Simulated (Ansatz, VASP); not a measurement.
BaTiO3: VASP beside Ansatz

File INCAR:

```
PREC = Accurate ; ENCUT = 910
EDIFF = 1E-6 ; ISMEAR = -1
SIGMA = 0.05 ; LREAL = F
LASPH = T ; NELM = 120
ALGO = Normal ; ISIF = 2
LWAVE = F ; LCHARG = F
GGA = PE ; NBANDS = 28
GGA_COMPAT = F
```

The input KPOINTS:

```
regular mesh
0
Gamma
  7 7 7
```

The input POSCAR:

```
BaTiO3
1.0
    4.0262895137      0.0000000000      0.0000000000
    0.0000000000      4.0262895137      0.0000000000
    0.0000000000      0.0000000000      4.0446100470
Ba Ti O
1 1 3
Direct
    0.0000000000      0.0000000000      0.0000000000
    0.5000000000      0.5000000000      0.4900000000
    0.0000000000      0.5000000000      0.5170000000
    0.5000000000      0.0000000000      0.5170000000
    0.5000000000      0.5000000000      0.0190000000
```

Contents of input.yaml:

```yaml
crystal:
  lattice:
    - [4.0262895137, 0.0, 0.0]
    - [0.0, 4.0262895137, 0.0]
    - [0.0, 0.0, 4.044610047]
  atoms:
    - { symbol: Ba, position: [0.0, 0.0, 0.0] }
    - { symbol: Ti, position: [0.5, 0.5, 0.49] }
    - { symbol: O, position: [0.0, 0.5, 0.517] }
    - { symbol: O, position: [0.5, 0.0, 0.517] }
    - { symbol: O, position: [0.5, 0.5, 0.019] }
hamiltonian:
  xc: pbe
  pseudopotentials: { kind: paw, source: ansatz }
kpoints:
  mp_grid: { grid: [7, 7, 7] }
scf:
  occupations: { method: fermi_dirac, width: 0.05 }
output:
  forces: true
  stress: true
  eigenvalues: true
```

Alike in both runs: task single point; functional PBE; k mesh 7 × 7 × 7; occupations fermi-dirac, width 0.05 eV; no spin polarisation.

|  | VASP | Ansatz |
| --- | --- | --- |
| version | VASP 6.6.1 | Ansatz 0.2.0 |
| potentials or method | VASP PAW PBE potentials, release 64 (Ba_sv, Ti_sv, O_h) | Ansatz PAW earlier set |
| plane-wave cutoff (eV) | 910 | 930 |
| valence electrons in the cell | 40 | 40 |

Ansatz gave:

* gap on the k mesh at the Fermi level (eV): 1.88
* least direct gap on the mesh (eV): 2.06
* rms of the force components (eV/Å): 0.133

**Question.** Which values does VASP return?

**Answer.** gap on the k mesh at the Fermi level (eV): 1.83; least direct gap on the mesh (eV): 2.04; rms of the force components (eV/Å): 0.129.

Atom by atom the forces differ by 0.012 eV/Å (rms over components).

Spin-orbit coupling is off throughout. Noted on VASP's run: the cutoff is short for stress, so the pressure is rough. Noted on Ansatz's run: odd divisions of the mesh miss points on the zone boundary, where band edges often lie, so the gap on the mesh can be too wide.
